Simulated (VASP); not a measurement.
## MgS: single point with LDA

Crystal: MgS.

```
CELL_PARAMETERS angstrom
0.00000 2.83312 2.74813
2.83312 0.00000 2.74813
2.83312 2.83312 0.00000
ATOMIC_POSITIONS crystal
Mg 0.00000 0.00000 0.00000
S 0.75000 0.75000 0.75000
```

This cell differs from its parent crystal: strain +0.000 along x and y, -0.030 along z.

```yaml
Program: VASP 6.6.1
Task: single point
Functional: LDA
Potentials_or_basis: VASP PAW LDA potentials, release 64 (Mg, S)
Cutoff: 520 eV
k_mesh: 8 × 8 × 8
Occupations: gaussian, width 0.05 eV
Spin: no spin polarisation
Dipole_correction: no
Further_INCAR_settings: ALGO = Normal; EDIFF = 1e-06; NBANDS = 11
```

```
Pressure               : -0.9 GPa
Band gap on the k mesh : 3.28 eV, direct
```

Stress tensor (GPa, compression positive):
```
-1.04  0.00  0.00
 0.00 -1.04  0.00
 0.00  0.00 -0.50
```

Levels at points of the mesh, in eV from the valence-band top:
```tsv
k point	band 1	band 2	band 3	band 4	band 5	band 6	band 7	band 8	band 9
(0.00, 0.00, 0.00)	-11.38	-0.08	-0.08	0.00	3.28	7.78	7.78	7.81	10.49
(0.50, 0.00, 0.00)	-10.64	-3.36	-0.47	-0.32	4.91	7.30	7.62	8.46	12.71
(0.50, 0.50, 0.00)	-10.36	-2.92	-1.24	-1.24	3.54	5.27	11.34	12.09	12.09
(0.50, 0.00, 0.50)	-10.41	-3.07	-1.10	-1.08	3.61	5.49	10.98	11.92	12.53
```

Run time: 30 s on 1 thread of AMD EPYC 7R13, with other jobs on the host, peak memory 0.14 GiB.

Caveat: the cell differs from its parent crystal (strain +0.000 along x and y, -0.030 along z). A k mesh can miss the band edges.
